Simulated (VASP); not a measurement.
# La (P6_3/mmc) in VASP: relaxation of cell and atoms with PBE

Aim: the relaxation of cell and atoms of La with PBE.

All numbers are computed with VASP 6.6.1; they aren't measurements. Logs are shortened: lines on timing, memory, paths and dates and some standing lists are left out, and cuts for length are marked.

### 1 The cell of the first run

The structure is hexagonal, space group P6_3/mmc (No. 194). The conventional cell has a = 3.772 Å, b = 3.772 Å, c = 6.101 Å, α = 90.00°, β = 90.00°, γ = 120.00°. Within 4.9 Å of La (site symmetry -6m2) lie 12 La at 3.75 to 3.77 Å.

### 2 Relaxation of cell and atoms, PBE

INCAR

```
PREC = Accurate
ENCUT = 600
EDIFF = 1E-6
ISMEAR = -1
SIGMA = 0.05
LREAL = F
LASPH = T
NELM = 80
ALGO = Normal
ISIF = 3
LWAVE = F
LCHARG = F
GGA = PE
IBRION = 2
NSW = 45
EDIFFG = -0.005
```

KPOINTS

```
Automatic mesh
0
Gamma
  13 13 7
```

POSCAR

```
La
1.0
    3.7723445451      0.0000000000      0.0000000000
   -1.8861722725      3.2669462079      0.0000000000
    0.0000000000      0.0000000000      6.1014242408
La
2
Direct
    0.3333333333      0.6666666667      0.2500000000
    0.6666666667      0.3333333333      0.7500000000
```

Potentials or basis: VASP PAW PBE potentials, release 64 (La).

Launch:

```console
$ cat potpaw_PBE.64/La/POTCAR > POTCAR
$ mpirun -np 1 vasp_std > vasp.out
```

OUTCAR:

```text
PREC = Accurate
   ENCUT = 600
   EDIFF = 1E-6
   ISMEAR = -1
   LREAL = F
   LASPH = T
   NELM = 80
   ISIF = 3
   GGA = PE
   IBRION = 2
   NSW = 45
   EDIFFG = -0.005

 ion  position               nearest neighbor table
   1  0.333  0.667  0.250-
   2  0.667  0.333  0.750-

  LATTYP: Found a hexagonal cell.
 ALAT       =     3.7723445451
 C/A-ratio  =     1.6174090590

  Lattice vectors:

 A1 = (   3.7723445451,   0.0000000000,   0.0000000000)
 A2 = (  -1.8861722725,   3.2669462079,   0.0000000000)
 A3 = (   0.0000000000,   0.0000000000,   6.1014242408)

Analysis of symmetry for initial positions (statically):
=====================================================================
 Subroutine PRICEL returns:
 Original cell was already a primitive cell.

 Routine SETGRP: Setting up the symmetry group for a
 hexagonal supercell.

 Subroutine GETGRP returns: Found 24 space group operations
 (whereof 12 operations were pure point group operations)
 out of a pool of 24 trial point group operations.

The static configuration has the point symmetry D_3d.
 The point group associated with its full space group is D_6h.

Analysis of symmetry for dynamics (positions and initial velocities):
=====================================================================
 Subroutine PRICEL returns:
 Original cell was already a primitive cell.

 Routine SETGRP: Setting up the symmetry group for a
 hexagonal supercell.

 Subroutine GETGRP returns: Found 24 space group operations
 (whereof 12 operations were pure point group operations)
 out of a pool of 24 trial point group operations.

The dynamic configuration has the point symmetry D_3d.
 The point group associated with its full space group is D_6h.

 Subroutine INISYM returns: Found 24 space group operations
 (whereof 12 operations are pure point group operations),
 and found     1 'primitive' translations

----------------------------------------------------------------------------------------

                                     Primitive cell

  volume of cell :      75.1942

  direct lattice vectors                    reciprocal lattice vectors
     3.772344545  0.000000000  0.000000000     0.265087133  0.153048128  0.000000000
    -1.886172273  3.266946208  0.000000000     0.000000000  0.306096255  0.000000000
     0.000000000  0.000000000  6.101424241     0.000000000  0.000000000  0.163896159

  length of vectors
     3.772344545  3.772344545  6.101424241     0.306096255  0.306096255  0.163896159

  position of ions in fractional coordinates (direct lattice)
     0.333333333  0.666666667  0.250000000
     0.666666667  0.333333333  0.750000000

  ion indices of the primitive-cell ions
   primitive index   ion index
                 1           1
                 2           2

----------------------------------------------------------------------------------------

 KPOINTS: Automatic mesh

Automatic generation of k-mesh.
 Grid dimensions read from file:
 generate k-points for:   13   13    7

 Generating k-lattice:

  Cartesian coordinates                     Fractional coordinates (reciprocal lattice)
     0.020391318  0.011772933  0.000000000     0.076923077  0.000000000  0.000000000
     0.000000000  0.023545866  0.000000000     0.000000000  0.076923077  0.000000000
     0.000000000  0.000000000  0.023413737     0.000000000  0.000000000  0.142857143

  Length of vectors
     0.023545866  0.023545866  0.023413737

  Shift w.r.t. Gamma in fractional coordinates (k-lattice)
     0.000000000  0.000000000  0.000000000

 Subroutine IBZKPT returns following result:
 ===========================================

 Found     84 irreducible k-points:

 Following reciprocal coordinates:
            Coordinates               Weight
  0.000000  0.000000  0.000000      1.000000
  0.076923  0.000000  0.000000      6.000000
  0.153846  0.000000  0.000000      6.000000
  0.230769 -0.000000  0.000000      6.000000
  0.307692  0.000000  0.000000      6.000000
  0.384615  0.000000  0.000000      6.000000
[... 16 lines left out ...]
  0.076923  0.000000  0.142857     12.000000
  0.153846  0.000000  0.142857     12.000000
 [... further k-points ...]
   k-points           NKPTS =     84   k-points in BZ     NKDIM =     84   number of bands    NBANDS=     15
   number of dos      NEDOS =    301   number of ions     NIONS =      2
   total plane-waves  NPLWV =  45000
   dimension x,y,z NGX =    30 NGY =   30 NGZ =   50
   dimension x,y,z NGXF=    60 NGYF=   60 NGZF=  100
   ions per type =               2
   NGX,Y,Z   is equivalent  to a cutoff of  13.22, 13.22, 13.62 a.u.
   NGXF,Y,Z  is equivalent  to a cutoff of  26.44, 26.44, 27.25 a.u.
 SYSTEM =  unknown system
   PREC   = accura    normal or accurate (medium, high low for compatibility)
   ISTART =      0    job   : 0-new  1-cont  2-samecut
   ICHARG =      2    charge: 1-file 2-atom 10-const
   ISPIN  =      1    spin polarized calculation?
   LNONCOLLINEAR =      F non collinear calculations
   LSORBIT =      F    spin-orbit coupling
   LASPH  =      T    aspherical Exc in radial PAW
   ENCUT  =  600.0 eV  44.10 Ry    6.64 a.u.   7.53  7.53 12.19*2*pi/ulx,y,z
   NELM   =     80;   NELMIN=  2; NELMDL= -5     # of ELM steps
   EDIFF  = 0.1E-05   stopping-criterion for ELM
   LREAL  =      F    real-space projection
   EDIFFG = -.5E-02   stopping-criterion for IOM
   NSW    =     45    number of steps for IOM
   IBRION =      2    ionic relax: 0-MD 1-quasi-New 2-CG
   NFREE  =      1    steps in history (QN), initial steepest desc. (CG)
   ISIF   =      3    stress and relaxation
   ISYM   =      2    0-nonsym 1-usesym 2-fastsym
   POTIM  = 0.5000    time-step for ionic-motion
   TEBEG  =    0.0;   TEEND  =   0.0 temperature during run
   PSTRESS=    0.0 pullay stress
   NELECT =      22.0000    total number of electrons
   NUPDOWN=      -1.0000    fix difference up-down
   EMIN   =  10.00;   EMAX   =-10.00  energy-range for DOS
   EFERMI =   0.00;   METHOD = LEGACY
   ISMEAR =    -1;   SIGMA  =   0.05  broadening in eV -4-tet -1-fermi 0-gaus
   EFERMI_NEDOS =   21; number of points for ismear=-14 and -15
   IALGO  =     38    algorithm
   IMIX   =      4    mixing-type and parameters
     AMIX     =   0.40;   BMIX     =  1.00
     AMIX_MAG =   1.60;   BMIX_MAG =  1.00
  volume/ion in A,a.u.               =      37.60       253.72
  Fermi-wavevector in a.u.,A,eV,Ry     =   1.086811  2.053776 16.070646  1.181159
  Thomas-Fermi vector in A             =   2.222957
   LORBIT       =      0    0 simple, 1 ext, 2 COOP (PROOUT), +10 PAW based schemes
   GGA     = PE    functional components
   LHFCALC =     F    Hartree Fock is set to
   AEXX    =    0.0000 exact exchange contribution
   IVDW    =     0    specifies the selected vdW correction
   LEPSILON=     F    determine dielectric tensor
   LRPA    =     F    only Hartree local field effects (RPA)
 conjugate gradient relaxation of ions
 non-spin polarized calculation
  energy-cutoff  :      600.00
  volume of cell :       75.19
 maximum number of plane-waves:      2539
 NGX is ok and might be reduce to    30
   NGX = 15   NGY = 15   NGZ = 25

--------------------------------------- Ionic step        1  -------------------------------------------

 number of electron      21.9999998 magnetization

 Free energy of the ion-electron system (eV)
  ---------------------------------------------------
  ext. energy  EPLUGINS =         0.00000000
  ---------------------------------------------------
  free energy    TOTEN  =        -9.73536429 eV

  energy without entropy =       -9.70613384  energy(sigma->0) =       -9.72074907

------------------------ aborting loop because EDIFF is reached ----------------------------------------

  FORCE on cell =-STRESS in cart. coord.  units (eV):
  Direction    XX          YY          ZZ          XY          YZ          ZX
  --------------------------------------------------------------------------------------
  -------------------------------------------------------------------------------------
  Total        0.0309440      0.0309440      0.0257536      0.0000000      0.0000000     -0.0000000
  in kB        0.6593290      0.6593290      0.5487359      0.0000000      0.0000000     -0.0000000
  external PRESSURE =       0.6224646 kB  Pullay stress =       0.0000000 kB
[... 165 lines left out ...]
  energy  without entropy=       -9.7061041466  energy(sigma->0) =       -9.72075380

--------------------------------------- Ionic step        6  -------------------------------------------

 number of electron      21.9999999 magnetization

 Free energy of the ion-electron system (eV)
  ---------------------------------------------------
  ext. energy  EPLUGINS =         0.00000000
  ---------------------------------------------------
  free energy    TOTEN  =        -9.73540597 eV

  energy without entropy =       -9.70608597  energy(sigma->0) =       -9.72074597

 E-fermi :   7.7107     XC(G=0):  -9.5003

 val. band max:        7.7087366484   @ k =   0.3846   0.2308   0.4286
 cond. band min:       7.7150193536   @ k =   0.3846   0.0000   0.2857
 fundamental gap:      0.0062827052
 Fermi energy:         7.7107478566

 k-point     1 :       0.0000    0.0000    0.0000
  band No.  band energies     occupation
      1     -25.1689      2.00000
      2     -24.9777      2.00000
      3      -9.5169      2.00000
      4      -8.3808      2.00000
      5      -8.3808      2.00000
      6      -8.2032      2.00000
      7      -8.2032      2.00000
      8      -8.1707      2.00000
      9       4.5338      2.00000
     10       5.9845      2.00000
     11       8.8117      0.00000
     12       9.0307      0.00000
     13       9.0307      0.00000
     14       9.2401      0.00000
     15       9.3205      0.00000
[... 397 lines left out ...]
 k-point    24 :       0.1538    0.0000    0.1429
  band No.  band energies     occupation
      1     -25.1262      2.00000
      2     -24.9708      2.00000
      3      -9.3766      2.00000
      4      -8.5958      2.00000
      5      -8.4781      2.00000
      6      -8.4410      2.00000
      7      -8.2452      2.00000
      8      -8.2402      2.00000
      9       5.2379      2.00000
     10       6.5217      2.00000
     11       8.1037      0.00077
     12       8.3264      0.00001
     13       8.7027      0.00000
     14       9.1199      0.00000
     15       9.2054      0.00000

 [... further k-points ...]

------------------------ aborting loop because EDIFF is reached ----------------------------------------

  FORCE on cell =-STRESS in cart. coord.  units (eV):
  Direction    XX          YY          ZZ          XY          YZ          ZX
  --------------------------------------------------------------------------------------
  -------------------------------------------------------------------------------------
  Total       -0.0005564     -0.0005564     -0.0081304     -0.0000000     -0.0000000      0.0000000
  in kB       -0.0118228     -0.0118228     -0.1727509     -0.0000000     -0.0000000      0.0000000
  external PRESSURE =      -0.0654655 kB  Pullay stress =       0.0000000 kB
[... 17 lines left out ...]
  FREE ENERGIE OF THE ION-ELECTRON SYSTEM (eV)
  ---------------------------------------------------
  free  energy   TOTEN  =        -9.7354059698 eV

  energy  without entropy=       -9.7060859707  energy(sigma->0) =       -9.72074597

 reached required accuracy - stopping structural energy minimisation
```

Wall time 3.2 min (1 thread of Intel Xeon Platinum 8488C (Sapphire Rapids), shared host); peak memory 0.29 GiB.

Results:

```yaml
Free_energy: -9.7354 eV
Relaxed_volume: 37.70 Å³/atom
Relaxed_cell: a = 3.776 Å, b = 3.776 Å, c = 6.106 Å, α = 90.00°, β = 90.00°, γ = 120.00°
Space_group_after_relaxing_to_0.1_Å: P6_3/mmc (No. 194)
Energy_gained_by_relaxing: 0.0 meV/atom
Ionic_steps: 6
Pressure_after_relaxing: 0.0 GPa
Band_gap_on_the_k_mesh: zero (bands 11 and 12 overlap by 1.31 eV)
```

Final structure:
```
La
1.0
     3.77622    0.00000    0.00000
    -1.88811    3.27030    0.00000
     0.00000    0.00000    6.10596
La
2
Direct
  0.33333 0.66667 0.25000
  0.66667 0.33333 0.75000
```

Levels at points of the mesh, in eV from the Fermi level:
```csv
k point,band 9,band 10,band 11,band 12,band 13,band 14
"(0.00, 0.00, 0.00)",-3.18,-1.73,1.10,1.32,1.32,1.53
```

Caveat: spin-orbit coupling is left out, which moves the levels of the heavy elements.
